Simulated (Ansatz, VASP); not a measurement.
# One calculation of ZnCu, two programs

```
CELL_PARAMETERS angstrom
3.00276 0.00000 0.00000
0.00000 3.00276 0.00000
0.00000 0.00000 3.00276
ATOMIC_POSITIONS crystal
Zn 0.50000 0.50000 0.50000
Cu 0.00000 0.00000 0.00000
```

Change from the starting cell: volume scaled by 1.06, crystal datasets.

Alike in both runs: task electric field gradients; functional PBEsol; k mesh 14 × 14 × 14; occupations fermi-dirac, width 0.05 eV; no spin polarisation.

|  | VASP | Ansatz |
| --- | --- | --- |
| version | VASP 6.6.1 | Ansatz 0.2.0 |
| potentials or method | VASP PAW PBE potentials, release 64 (Zn, Cu), cutoff 520 eV | all-electron PAW with datasets made for the crystal, scalar-relativistic |

Ansatz gave:

* pressure (GPa): -10.4

**Question.** Which values does VASP return?

**Answer.** Pressure (GPa): -9.8.

VASP's potentials were made for PBE, not for PBEsol. Ansatz ran all-electron here, and VASP with PAW potentials.
